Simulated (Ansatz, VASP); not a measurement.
# ScSi4O in VASP and in Ansatz

File INCAR:

```
ALGO     = Normal         # electronic algorithm
EDIFF    = 1E-7           # SCF threshold, eV
EDIFFG   = -0.01          # ionic threshold
ENCUT    = 600            # plane-wave cutoff, eV
GGA      = PE             # functional
IBRION   = 2              # ionic algorithm
ISIF     = 3              # what is computed and relaxed
ISMEAR   = 0              # smearing method
LASPH    = T              # aspherical terms in the spheres
LCHARG   = F              # write CHGCAR
LREAL    = F              # projectors in reciprocal space
LWAVE    = F              # write WAVECAR
NELM     = 100            # most SCF steps
NSW      = 100            # ionic steps
PREC     = Accurate       # precision mode
SIGMA    = 0.1            # smearing width, eV
```

File KPOINTS:

```
k-points
0
Gamma
  12 12 8
```

POSCAR

```
ScSi4O
1.0
    4.7745712844      0.0000000000      0.0000000000
   -2.3872856422      4.1349000245      0.0000000000
    0.0000000000      0.0000000000      4.7003196523
Sc Si O
1 4 1
Direct
    0.0000000000      0.0000000000      0.5000000000
    0.3333333333      0.6666666667      0.0000000000
    0.6666666667      0.3333333333      0.0000000000
    0.3333333333      0.6666666667      0.5000000000
    0.6666666667      0.3333333333      0.5000000000
    0.0000000000      0.0000000000      0.0000000000
```

Input for Ansatz:

```yaml
crystal:
  lattice:
    - [4.7745712844, 0.0, 0.0]
    - [-2.3872856422, 4.1349000245, 0.0]
    - [0.0, 0.0, 4.7003196523]
  atoms:
    - { symbol: Sc, position: [0.0, 0.0, 0.5] }
    - { symbol: Si, position: [0.3333333333, 0.6666666667, 0.0] }
    - { symbol: Si, position: [0.6666666667, 0.3333333333, 0.0] }
    - { symbol: Si, position: [0.3333333333, 0.6666666667, 0.5] }
    - { symbol: Si, position: [0.6666666667, 0.3333333333, 0.5] }
    - { symbol: O, position: [0.0, 0.0, 0.0] }
basis:
  ecutwfc: 420
kpoints:
  mp_grid: { grid: [12, 12, 8] }
hamiltonian:
  xc: pbe
scf:
  occupations: { method: gaussian, width: 0.1 }
output:
  forces: true
  stress: true
  eigenvalues: true
  write_density: true
  write_potential: true
  elf: true
  volumetric_format: npy
relax:
  adjacent_minimum: "off"
  f_tol: 0.01
  max_steps: 80
  cell: { stress_tol: 0.05 }
```

Alike in both runs: task relaxation of cell and atoms; functional PBE; k mesh 12 × 12 × 8; occupations gaussian, width 0.1 eV; no spin polarisation.

```csv
,VASP,Ansatz
version,VASP 6.6.1,Ansatz 0.2.0
potentials or method,"VASP PAW PBE potentials, release 64 (Sc_sv, Si, O), cutoff 600 eV","scalar-relativistic, plane waves, PAW"
valence electrons in the cell,33,33
```

VASP gave:

| Quantity | Value |
| --- | --- |
| gap on the k mesh at the Fermi level, each at its own relaxed structure (eV) | none |
| relaxed volume (Å³/atom) | 15.57 |
| relaxed length of the cell vector where the two differ most in proportion (Å) | 4.664 |

Problem. Estimate Ansatz's values.

Solution. gap on the k mesh at the Fermi level, each at its own relaxed structure (eV): none; relaxed volume (Å³/atom): 15.57; relaxed length of the cell vector where the two differ most in proportion (Å): 4.663.

A gap of «none» marks a metal or a gap that the smearing closes.
